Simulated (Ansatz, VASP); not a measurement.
**LiOs in VASP and in Ansatz**

```
Li Os
1.0
     0.00000    2.27611    2.27611
     2.27611    0.00000    2.27611
     2.27611    2.27611    0.00000
Li Os
1 1
Direct
  0.00000 0.00000 0.00000
  0.50000 0.50000 0.50000
```

Alike in both runs: functional r2SCAN; k mesh 20 × 20 × 20; occupations gaussian, width 0.1 eV; no spin polarisation.

Ansatz relaxed the structure, and its values are those at the end. VASP's run is a single point on that final structure, the one shown.

|  | VASP | Ansatz |
| --- | --- | --- |
| version | VASP 6.6.1 | Ansatz 0.2.0 |
| potentials or method | VASP PAW PBE potentials, release 64 (Li_sv, Os_sv_GW), cutoff 830 eV | scalar-relativistic, plane waves, PAW |
| valence electrons in the cell | 19 | 19 |

```csv
,VASP,Ansatz,Ansatz less VASP
gap on the k mesh at the Fermi level (eV),none,none,-
pressure (GPa),2.2,0.0,-2.23
```

VASP's potentials were made for PBE, not for r2SCAN. A gap of «none» marks a metal or a gap that the smearing closes.

Spin-orbit coupling is off throughout.
